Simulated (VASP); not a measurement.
InGaAs2: single point with r2SCAN

Crystal: InGaAs2.

```xyz
4
Lattice="4.0287 0.0000 0.0000 0.0000 4.0287 0.0000 0.0000 0.0000 6.0879" Properties=species:S:1:pos:R:3 pbc="T T T"
In    0.0000    0.0000    3.0440
Ga    2.0143    2.0143    0.0000
As    2.0143    0.0000    4.6886
As    0.0000    2.0143    1.3994
```

This cell differs from its parent crystal: biaxial strain in the a-b plane: -3.0 %, then relaxed in part.

```
Program             : VASP 6.6.1
Task                : single point
Functional          : r2SCAN
Potentials or basis : VASP PAW PBE potentials, release 64 (In_d, Ga_d, As)
Cutoff              : 520 eV
k mesh              : 8 × 8 × 6
Occupations         : gaussian, width 0.01 eV
Spin                : no spin polarisation
```

- Pressure: 2.2 GPa
- Largest force: 0.006 eV/Å
- Band gap on the k mesh: 0.37 eV

Forces on the atoms (eV/Å):
```
In   0.000  0.000  0.000
Ga   0.000  0.000  0.000
As   0.000  0.000 -0.006
As   0.000  0.000  0.006
```

Stress tensor (GPa, compression positive):
```
3.26 0.00 0.00
0.00 3.26 0.00
0.00 0.00 0.05
```

Levels at points of the mesh, in eV from the valence-band top:
```
           k point  band 15  band 16  band 17  band 18  band 19  band 20  band 21  band 22
(0.00, 0.00, 0.00)    -2.58    -0.51     0.00     0.00     0.37     1.90     2.40     4.00
(0.50, 0.00, 0.00)    -3.73    -3.43    -1.44    -0.76     2.61     3.72     5.06     5.10
(0.50, 0.50, 0.00)    -3.11    -2.89    -2.89    -2.71     1.48     1.48     1.61     1.97
(0.00, 0.00, 0.50)    -1.96    -1.96    -1.22    -1.22     2.36     2.41     3.15     3.70
(0.50, 0.00, 0.50)    -1.54    -1.52    -1.41    -0.68     0.88     1.30     4.30     5.03
(0.50, 0.50, 0.50)    -3.58    -3.54    -3.39    -3.39     4.19     4.29     4.32     4.32
```

Wall time 3.6 min on 1 thread of Intel(R) Xeon(R) 6975P-C (Granite Rapids), with other jobs on the host, peak memory 0.32 GiB.

Caveat: the cell differs from its parent crystal (biaxial strain in the a-b plane: -3.0 %, then relaxed in part); semilocal functionals underestimate gaps, and a narrow one can read as zero; the PAW data sets were made with another functional, which shifts forces and pressure a little; spin-orbit coupling is left out, which moves the levels of the heavy elements.
